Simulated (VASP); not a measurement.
# In (Im-3m) in VASP: further runs

Aim: see how the results for In move with the level of theory and the settings. Levels: PBEsol, RPBE+D3(BJ), PBE+D3(BJ), r2SCAN, PBE. Tasks: single point.

All numbers are computed with VASP 6.6.1; they aren't measurements. Logs are shortened: lines on timing, memory, paths and dates and some standing lists are left out, and cuts for length are marked.

## (1) The cell of the first run

It takes space group Im-3m (No. 229, cubic). Conventional cell: a = 3.765 Å, b = 3.765 Å, c = 3.765 Å, α = 90.00°, β = 90.00°, γ = 90.00°. Within 4.3 Å of In (site symmetry m-3m) lie 14 In at 3.26 to 3.77 Å.

## (2) Single point, PBEsol, collinear spin, ferromagnetic start

Contents of INCAR:

```
SYSTEM = In
ALGO = Normal
EDIFF = 1E-6
ENCUT = 520
GGA = PS
ISIF = 2
ISMEAR = 0
ISPIN = 2
LASPH = .True.
LCHARG = .False.
LORBIT = 11
LREAL = .False.
LWAVE = .False.
MAGMOM = -0.58
NBANDS = 16
NELM = 150
PREC = Accurate
SIGMA = 0.05
```

Contents of KPOINTS:

```
k-points
0
Gamma
  10 10 10
  0 0 0
```

Contents of POSCAR:

```
In
1.0
   -1.8825252400      1.8825252400      1.8825252400
    1.8825252400     -1.8825252400      1.8825252400
    1.8825252400      1.8825252400     -1.8825252400
In
1
Direct
    0.0000000000      0.0000000000      0.0000000000
```

Potentials or basis: VASP PAW PBE potentials, release 64 (In_d).

Command:

```bash
cat potpaw_PBE.64/In_d/POTCAR > POTCAR
mpirun -np 1 vasp_std > vasp.out
```

OUTCAR:

```text
SYSTEM = In
   EDIFF = 1E-6
   ENCUT = 520
   GGA = PS
   ISIF = 2
   ISMEAR = 0
   ISPIN = 2
   LASPH = .True.
   LORBIT = 11
   LREAL = .False.
   NELM = 150
   PREC = Accurate

 ion  position               nearest neighbor table
   1  0.000  0.000  0.000-

  LATTYP: Found a body centered cubic cell.
 ALAT       =     3.7650504800

  Lattice vectors:

 A1 = (  -1.8825252400,   1.8825252400,   1.8825252400)
 A2 = (   1.8825252400,  -1.8825252400,   1.8825252400)
 A3 = (   1.8825252400,   1.8825252400,  -1.8825252400)

Analysis of symmetry for initial positions (statically):
=====================================================================
 Subroutine PRICEL returns:
 Original cell was already a primitive cell.

 Routine SETGRP: Setting up the symmetry group for a
 body centered cubic supercell.

 Subroutine GETGRP returns: Found 48 space group operations
 (whereof 48 operations were pure point group operations)
 out of a pool of 48 trial point group operations.

The static configuration has the point symmetry O_h .

Analysis of symmetry for dynamics (positions and initial velocities):
=====================================================================
 Subroutine PRICEL returns:
 Original cell was already a primitive cell.

 Routine SETGRP: Setting up the symmetry group for a
 body centered cubic supercell.

 Subroutine GETGRP returns: Found 48 space group operations
 (whereof 48 operations were pure point group operations)
 out of a pool of 48 trial point group operations.

The dynamic configuration has the point symmetry O_h .

Analysis of structural, dynamic, and magnetic symmetry:
=====================================================================
 Subroutine PRICEL returns:
 Original cell was already a primitive cell.

 Routine SETGRP: Setting up the symmetry group for a
 body centered cubic supercell.

 Subroutine GETGRP returns: Found 48 space group operations
 (whereof 48 operations were pure point group operations)
 out of a pool of 48 trial point group operations.

The overall configuration has the point symmetry O_h .

 Subroutine INISYM returns: Found 48 space group operations
 (whereof 48 operations are pure point group operations),
 and found     1 'primitive' translations

----------------------------------------------------------------------------------------

                                     Primitive cell

  volume of cell :      26.6859

  direct lattice vectors                    reciprocal lattice vectors
    -1.882525240  1.882525240  1.882525240     0.000000000  0.265600689  0.265600689
     1.882525240 -1.882525240  1.882525240     0.265600689  0.000000000  0.265600689
     1.882525240  1.882525240 -1.882525240     0.265600689  0.265600689  0.000000000

  length of vectors
     3.260629362  3.260629362  3.260629362     0.375616096  0.375616096  0.375616096

  position of ions in fractional coordinates (direct lattice)
     0.000000000  0.000000000  0.000000000

  ion indices of the primitive-cell ions
   primitive index   ion index
                 1           1

----------------------------------------------------------------------------------------

 KPOINTS: k-points

Automatic generation of k-mesh.
 Grid dimensions read from file:
 generate k-points for:   10   10   10

 Generating k-lattice:

  Cartesian coordinates                     Fractional coordinates (reciprocal lattice)
     0.000000000  0.026560069  0.026560069     0.100000000  0.000000000  0.000000000
     0.026560069  0.000000000  0.026560069     0.000000000  0.100000000  0.000000000
     0.026560069  0.026560069  0.000000000     0.000000000  0.000000000  0.100000000

  Length of vectors
     0.037561610  0.037561610  0.037561610

  Shift w.r.t. Gamma in fractional coordinates (k-lattice)
     0.000000000  0.000000000  0.000000000

 Subroutine IBZKPT returns following result:
 ===========================================

 Found     47 irreducible k-points:

 Following reciprocal coordinates:
            Coordinates               Weight
  0.000000  0.000000  0.000000      1.000000
  0.100000  0.000000  0.000000     12.000000
  0.200000  0.000000  0.000000     12.000000
  0.300000  0.000000  0.000000     12.000000
  0.400000  0.000000  0.000000     12.000000
  0.500000  0.000000  0.000000      6.000000
[... 16 lines left out ...]
  0.300000  0.300000  0.100000      8.000000
 -0.300000  0.300000  0.100000     24.000000
 [... further k-points ...]
   k-points           NKPTS =     47   k-points in BZ     NKDIM =     47   number of bands    NBANDS=     16
   number of dos      NEDOS =    301   number of ions     NIONS =      1
   total plane-waves  NPLWV =  13824
   dimension x,y,z NGX =    24 NGY =   24 NGZ =   24
   dimension x,y,z NGXF=    48 NGYF=   48 NGZF=   48
   ions per type =               1
   NGX,Y,Z   is equivalent  to a cutoff of  12.24, 12.24, 12.24 a.u.
   NGXF,Y,Z  is equivalent  to a cutoff of  24.47, 24.47, 24.47 a.u.
 SYSTEM =  In
   PREC   = accura    normal or accurate (medium, high low for compatibility)
   ISTART =      0    job   : 0-new  1-cont  2-samecut
   ICHARG =      2    charge: 1-file 2-atom 10-const
   ISPIN  =      2    spin polarized calculation?
   LNONCOLLINEAR =      F non collinear calculations
   LSORBIT =      F    spin-orbit coupling
   LASPH  =      T    aspherical Exc in radial PAW
   ENCUT  =  520.0 eV  38.22 Ry    6.18 a.u.   6.06  6.06  6.06*2*pi/ulx,y,z
   NELM   =    150;   NELMIN=  2; NELMDL= -5     # of ELM steps
   EDIFF  = 0.1E-05   stopping-criterion for ELM
   LREAL  =      F    real-space projection
   EDIFFG = 0.1E-04   stopping-criterion for IOM
   NSW    =      0    number of steps for IOM
   IBRION =     -1    ionic relax: 0-MD 1-quasi-New 2-CG
   NFREE  =      0    steps in history (QN), initial steepest desc. (CG)
   ISIF   =      2    stress and relaxation
   ISYM   =      2    0-nonsym 1-usesym 2-fastsym
   POTIM  = 0.5000    time-step for ionic-motion
   TEBEG  =    0.0;   TEEND  =   0.0 temperature during run
   PSTRESS=    0.0 pullay stress
   NELECT =      13.0000    total number of electrons
   NUPDOWN=      -1.0000    fix difference up-down
   EMIN   =  10.00;   EMAX   =-10.00  energy-range for DOS
   EFERMI =   0.00;   METHOD = LEGACY
   ISMEAR =     0;   SIGMA  =   0.05  broadening in eV -4-tet -1-fermi 0-gaus
   EFERMI_NEDOS =   21; number of points for ismear=-14 and -15
   IALGO  =     38    algorithm
   IMIX   =      4    mixing-type and parameters
     AMIX     =   0.40;   BMIX     =  1.00
     AMIX_MAG =   1.60;   BMIX_MAG =  1.00
  volume/ion in A,a.u.               =      26.69       180.09
  Fermi-wavevector in a.u.,A,eV,Ry     =   1.288136  2.434225 22.576080  1.659295
  Thomas-Fermi vector in A             =   2.420108
   LORBIT       =     11    0 simple, 1 ext, 2 COOP (PROOUT), +10 PAW based schemes
   GGA     = PS    functional components
   LHFCALC =     F    Hartree Fock is set to
   AEXX    =    0.0000 exact exchange contribution
   IVDW    =     0    specifies the selected vdW correction
   LEPSILON=     F    determine dielectric tensor
   LRPA    =     F    only Hartree local field effects (RPA)
 spin polarized calculation
 Gauss-broadening in eV      SIGMA  =   0.05
  energy-cutoff  :      520.00
  volume of cell :       26.69
 maximum number of plane-waves:       736
   NGX = 13   NGY = 13   NGZ = 13

 number of electron      13.0000005 magnetization       0.0016488

 number of electron      13.0000005 magnetization      -0.0000646

 Free energy of the ion-electron system (eV)
  ---------------------------------------------------
  ext. energy  EPLUGINS =         0.00000000
  ---------------------------------------------------
  free energy    TOTEN  =        -2.97078004 eV

  energy without entropy =       -2.96872690  energy(sigma->0) =       -2.96975347

 E-fermi :   7.0692     XC(G=0): -10.3127

 val. band max:        7.0444079987   @ k =   0.2000   0.2000   0.2000
 cond. band min:       7.0819611042   @ k =  -0.4000   0.4000   0.2000
 fundamental gap:      0.0375531055
 Fermi energy:         7.0691547603

 spin component 1

 k-point     1 :       0.0000    0.0000    0.0000
  band No.  band energies     occupation
      1      -7.4336      1.00000
      2      -7.4336      1.00000
      3      -7.4336      1.00000
      4      -7.1663      1.00000
      5      -7.1663      1.00000
      6      -2.2897      1.00000
[... 8 lines left out ...]
     15      22.0288      0.00000
     16      22.4578      0.00000

 k-point     2 :       0.1000    0.0000    0.0000
  band No.  band energies     occupation
      1      -7.4439      1.00000
      2      -7.4243      1.00000
      3      -7.3941      1.00000
      4      -7.1771      1.00000
      5      -7.1667      1.00000
      6      -2.0613      1.00000
[... 8 lines left out ...]
     15      23.2467      0.00000
     16      23.7336      0.00000
[... 387 lines left out ...]
      5      -7.1625      1.00000
      6       4.4659      1.00000
[... 8 lines left out ...]
     15      27.7635      0.00000
     16      30.7138      0.00000

 k-point    24 :      -0.3000    0.3000    0.1000
  band No.  band energies     occupation
      1      -7.4615      1.00000
      2      -7.3992      1.00000
      3      -7.2357      1.00000
      4      -7.1806      1.00000
      5      -7.1606      1.00000
      6       0.0327      1.00000
[... 8 lines left out ...]
     15      27.8155      0.00000
     16      28.1219      0.00000

 [... further k-points ...]

 spin component 2

 k-point     1 :       0.0000    0.0000    0.0000
  band No.  band energies     occupation
      1      -7.4338      1.00000
      2      -7.4338      1.00000
      3      -7.4338      1.00000
      4      -7.1666      1.00000
      5      -7.1666      1.00000
      6      -2.2898      1.00000
[... 8 lines left out ...]
     15      22.0284      0.00000
     16      22.4581      0.00000

 k-point     2 :       0.1000    0.0000    0.0000
  band No.  band energies     occupation
      1      -7.4442      1.00000
      2      -7.4246      1.00000
      3      -7.3944      1.00000
      4      -7.1774      1.00000
      5      -7.1670      1.00000
      6      -2.0614      1.00000
[... 8 lines left out ...]
     15      23.2463      0.00000
     16      23.7339      0.00000
[... 387 lines left out ...]
      5      -7.1627      1.00000
      6       4.4657      1.00000
[... 8 lines left out ...]
     15      27.7635      0.00000
     16      30.7137      0.00000

 k-point    24 :      -0.3000    0.3000    0.1000
  band No.  band energies     occupation
      1      -7.4618      1.00000
      2      -7.3994      1.00000
      3      -7.2360      1.00000
      4      -7.1809      1.00000
      5      -7.1609      1.00000
      6       0.0326      1.00000
[... 8 lines left out ...]
     15      27.8157      0.00000
     16      28.1218      0.00000

 [... further k-points ...]
[... 5 lines left out ...]
  --------------------------------------------------------------------------------------
  -------------------------------------------------------------------------------------
  Total       -0.2243566     -0.2243566     -0.2243566      0.0000000      0.0000000     -0.0000000
  in kB      -13.4699811    -13.4699811    -13.4699811      0.0000000      0.0000000     -0.0000000
  external PRESSURE =     -13.4699811 kB  Pullay stress =       0.0000000 kB

 VOLUME and BASIS-vectors are now :
 -----------------------------------------------------------------------------
  energy-cutoff  :      520.00
  volume of cell :       26.69
      direct lattice vectors                 reciprocal lattice vectors
    -1.882525240  1.882525240  1.882525240     0.000000000  0.265600689  0.265600689
     1.882525240 -1.882525240  1.882525240     0.265600689  0.000000000  0.265600689
     1.882525240  1.882525240 -1.882525240     0.265600689  0.265600689  0.000000000

 POSITION                                       TOTAL-FORCE (eV/Angst)
 -----------------------------------------------------------------------------------
      0.00000      0.00000      0.00000        -0.000000      0.000000     -0.000000
 -----------------------------------------------------------------------------------
    total drift:                               -0.000000      0.000000      0.000000

  FREE ENERGIE OF THE ION-ELECTRON SYSTEM (eV)
  ---------------------------------------------------
  free  energy   TOTEN  =        -2.9707800382 eV

  energy  without entropy=       -2.9687268996  energy(sigma->0) =       -2.96975347

 total charge

# of ion       s       p       d       tot
------------------------------------------
    1        1.006   0.476   9.848  11.330

 magnetization (x)

# of ion       s       p       d       tot
------------------------------------------
    1       -0.000  -0.000  -0.000  -0.000
```

Run time: 44 s. Hardware: 1 thread of AMD EPYC 7R13, shared host; peak memory 0.13 GiB.

Results:

```yaml
Free_energy: -2.9708 eV
Pressure: -1.3 GPa
Net_moment: 0.00 μB per cell
Valence_electrons_inside_the_program's_atomic_spheres: In 11.33
```

Levels at points of the mesh, in eV from the Fermi level:
Spin up:
| k point | band 3 | band 4 | band 5 | band 6 | band 7 | band 8 | band 9 | band 10 |
| --- | --- | --- | --- | --- | --- | --- | --- | --- |
| (0.00, 0.00, 0.00) | -14.50 | -14.24 | -14.24 | -9.36 | 10.94 | 10.94 | 10.94 | 13.01 |
| (0.50, 0.00, 0.00) | -14.25 | -14.24 | -14.07 | -3.87 | -3.06 | 5.88 | 7.31 | 10.07 |
| (0.50, 0.50, 0.50) | -14.11 | -14.11 | -14.11 | 0.93 | 1.31 | 1.31 | 1.31 | 5.31 |
Spin down:
```tsv
k point	band 3	band 4	band 5	band 6	band 7	band 8	band 9	band 10
(0.00, 0.00, 0.00)	-14.50	-14.24	-14.24	-9.36	10.94	10.94	10.94	13.01
(0.50, 0.00, 0.00)	-14.25	-14.24	-14.07	-3.87	-3.06	5.88	7.31	10.07
(0.50, 0.50, 0.50)	-14.11	-14.11	-14.11	0.93	1.31	1.31	1.31	5.31
```

Caveat: the PAW data sets were made with another functional, which shifts forces and pressure a little; spin-orbit coupling is left out, which moves the levels of the heavy elements.

## (3) Single point, RPBE+D3(BJ), non-collinear spin, zero start, spin-orbit coupling

Contents of INCAR:

```
PREC = Accurate ; ENCUT = 520
EDIFF = 1E-6 ; ISMEAR = -1
SIGMA = 0.15 ; LREAL = F
LASPH = T ; NELM = 150
ALGO = Normal ; ISIF = 2
LWAVE = F ; LCHARG = F
MAGMOM = 0 0 0 ; LORBIT = 11
LSORBIT = T ; GGA_COMPAT = F
LORBMOM = T ; GGA = RP
IVDW = 12 ; NBANDS = 24
```

Contents of KPOINTS:

```
regular mesh
0
Gamma
  10 10 10
```

POSCAR is that of step 2.

Potentials or basis: VASP PAW PBE potentials, release 64 (In_d).

Command:

```bash
cat potpaw_PBE.64/In_d/POTCAR > POTCAR
mpirun -np 1 vasp_ncl > vasp.out
```

It took 74 s on 1 thread of AMD EPYC 7R13, shared host; peak memory 0.2 GiB.

Results (log left out):

* Free energy: -4.2188 eV
* Pressure: -14.7 GPa
* Net moment: 0.00 μB per cell
* Valence electrons inside the program's atomic spheres: In 11.33
* Dispersion energy per atom: -1.993 eV

Moments on the atoms (μB; x, y, z):
```
In  0.00 0.00 0.00
```

Caveat: three body term missing; the PAW data sets were made with another functional, which shifts forces and pressure a little.

[end of part 1 of 2]
